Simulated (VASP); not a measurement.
Here is a VASP 6.6.1 calculation.

The input INCAR:

```
ALGO = Normal
EDIFF = 1E-6
ENCUT = 520
GGA = CA
ISIF = 2
ISMEAR = 0
LASPH = True
LCHARG = False
LREAL = False
LWAVE = False
NBANDS = 9
NELM = 80
PREC = Accurate
SIGMA = 0.05
```

KPOINTS

```
k-points
0
Gamma
  10 10 10
```

The input POSCAR:

```
LiH
1.0
    0.0000000000      2.0731500000      2.0325000000
    2.0325000000      0.0000000000      2.0325000000
    2.0325000000      2.0731500000      0.0000000000
Li H
1 1
Direct
    0.0000000000      0.0000000000      0.0000000000
    0.5000000000      0.5000000000      0.5000000000
```

Potentials or basis: VASP PAW LDA potentials, release 64 (Li_sv, H).

Launch:

```sh
$ cat potpaw_LDA.64/Li_sv/POTCAR potpaw_LDA.64/H/POTCAR > POTCAR
$ mpirun -np 1 vasp_std > vasp.out
```

Q: What does it give for the band gap on the k mesh?

A: 2.44 eV, indirect (least direct gap 2.60 eV).

Caveat: the cell differs from its parent crystal (strain +0.0200 x Voigt [0, 1, 0, 0, 0, 0]). A k mesh can miss the band edges.
